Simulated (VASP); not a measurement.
Set up this calculation in VASP 6.6.1, as the native input.

```yaml
Task: dielectric tensor
Functional: r2SCAN
Potentials_or_basis: VASP PAW PBE potentials, release 64 (Ba_sv, Zr_sv, O)
Cutoff: 520 eV
k_mesh: 6 × 6 × 6
Occupations: gaussian, width 0.01 eV
Spin: no spin polarisation
Dipole_correction: no
Further_INCAR_settings: ALGO = Normal; EDIFF = 1e-08
```

The structure of BaZrO3 lies in POSCAR:

```
BaZrO3
1.0
    4.3315155616      0.0000000000      0.0000000000
    0.0000000000      4.3315155616      0.0000000000
    0.0000000000      0.0000000000      4.3315155616
Ba Zr O
1 1 3
Direct
    0.0000000000      0.0000000000      0.0000000000
    0.5000000000      0.5000000000      0.5000000000
    0.5000000000      0.5000000000      0.0000000000
    0.5000000000      0.0000000000      0.5000000000
    0.0000000000      0.5000000000      0.5000000000
```

This cell differs from its parent crystal: strain +3.0%.

These files were run (other wordings do the same):

INCAR

```
PREC = Accurate
ENCUT = 520
EDIFF = 1E-8
ISMEAR = 0
SIGMA = 0.01
LREAL = F
LASPH = T
NELM = 80
ALGO = Normal
ISIF = 2
LWAVE = F
LCHARG = F
METAGGA = R2SCAN
LMIXTAU = T
LCALCEPS = T
```

KPOINTS

```
regular mesh
0
Gamma
  6 6 6
```

Potentials or basis: VASP PAW PBE potentials, release 64 (Ba_sv, Zr_sv, O).

Launch:

```sh
$ cat potpaw_PBE.64/Ba_sv/POTCAR potpaw_PBE.64/Zr_sv/POTCAR potpaw_PBE.64/O/POTCAR > POTCAR
$ mpirun -np 1 vasp_std > vasp.out
```

Results of the run:

The band gap on the k mesh is 3.44 eV (least direct gap 3.77 eV) and the electronic dielectric tensor (diagonal) is 4.49. The born charges (mean of the diagonal) is Ba +2.65; Zr +6.03; O -2.89 e.

Caveat: the cell differs from its parent crystal (strain +3.0%); spin-orbit coupling is left out, which moves the levels of the heavy elements.

It took 65 min on 1 thread of Oxide Virtual Turin-like Processor, with other jobs on the host, peak memory 0.44 GiB.
